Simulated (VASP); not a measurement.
Runs of VASP 6.6.1 on KF. The structure is that of space group R-3m (No. 166), or close to it. The cells are those of the table. 

```csv
cell,gap on the mesh (eV),pressure (GPa)
"a = 3.615 Å, angles 62.8°, 2 atoms",6.11,-1.2
"a = 3.814 Å, angles 56.5°, 2 atoms",(d),-1.8
"a = 3.715 Å, angles 56.5°, 2 atoms",6.48,1.6
"a = 3.616 Å, angles 63.6°, 2 atoms",6.01,-1.8
"a = 3.596 Å, angles 62.8°, 2 atoms",6.20,(b)
"a = 3.773 Å, angles 57.2°, 2 atoms",6.13,-1.2
"a = 3.834 Å, angles 56.5°, 2 atoms",5.94,-2.3
"a = 3.673 Å, angles 57.2°, 2 atoms",(a),(c)
```

Alike in all rows: task single point; level LDA; potentials or basis VASP PAW LDA potentials, release 64 (K_sv, F); no spin polarisation; k mesh 8 × 8 × 8; cutoff (eV) 520; smearing gaussian 0.05 eV.

Problem. Fill in the values left out.

Solution. (a) 6.60; (b) -0.6; (c) 2.6; (d) 6.02.

A k mesh can miss the band edges.
